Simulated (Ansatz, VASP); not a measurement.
**Ge5As in VASP and in Ansatz**

File INCAR:

```
  PREC = Accurate
  ENCUT = 550
  EDIFF = 1E-6
  ISMEAR = 0
  SIGMA = 0.1
  LREAL = F
  LASPH = T
  NELM = 120
  ALGO = Normal
  ISIF = 2
  LWAVE = F
  LCHARG = F
  GGA = PE
  NBANDS = 52
  GGA_COMPAT = F
```

The input KPOINTS:

```
Automatic mesh
0
Gamma
  3 3 3
```

POSCAR

```
Ge5As
1.0
    3.2238599400      1.8612964000      3.8712807000
   -3.2238599400      1.8612964000      3.8712807000
    0.0000000000     -3.7225928000      3.8712807000
Ge As
5 1
Direct
    0.1810759000      0.1810759000      0.1810759000
    0.8189241000      0.8189241000      0.8189241000
    0.0000000000      0.0000000000      0.5000000000
    0.5000000000      0.0000000000      0.0000000000
    0.0000000000      0.5000000000      0.0000000000
    0.0000000000      0.0000000000      0.0000000000
```

Input for Ansatz:

```yaml
crystal:
  lattice:
    - [3.22385994, 1.8612964, 3.8712807]
    - [-3.22385994, 1.8612964, 3.8712807]
    - [0.0, -3.7225928, 3.8712807]
  atoms:
    - { symbol: Ge, position: [0.1810759, 0.1810759, 0.1810759] }
    - { symbol: Ge, position: [0.8189241, 0.8189241, 0.8189241] }
    - { symbol: Ge, position: [0.0, 0.0, 0.5] }
    - { symbol: Ge, position: [0.5, 0.0, 0.0] }
    - { symbol: Ge, position: [0.0, 0.5, 0.0] }
    - { symbol: As, position: [0.0, 0.0, 0.0] }
basis:
  ecutwfc: 420
kpoints:
  mp_grid: { grid: [3, 3, 3] }
hamiltonian:
  xc: pbe
scf:
  occupations: { method: gaussian, width: 0.1 }
  lower_state_search: "off"
output:
  forces: true
  stress: true
  eigenvalues: true
```

Alike in both runs: task single point; functional PBE; k mesh 3 × 3 × 3; occupations gaussian, width 0.1 eV; no spin polarisation.

|  | VASP | Ansatz |
| --- | --- | --- |
| version | VASP 6.6.1 | Ansatz 0.2.0 |
| potentials or method | VASP PAW PBE potentials, release 64 (Ge_d, As_d), cutoff 550 eV | scalar-relativistic, plane waves, PAW |
| valence electrons in the cell | 85 | 85 |

Ansatz gave:

| Property | Result |
| --- | --- |
| gap on the k mesh at the Fermi level (eV) | none |
| rms of the force components (eV/Å) | 3.751 |

Question: Which values does VASP return?

Answer: gap on the k mesh at the Fermi level (eV): none; rms of the force components (eV/Å): 3.836.

Atom by atom the forces differ by 0.086 eV/Å (rms over components). A gap of «none» marks a metal or a gap that the smearing closes.

The k mesh is coarse, so the values compare programs but aren't converged.
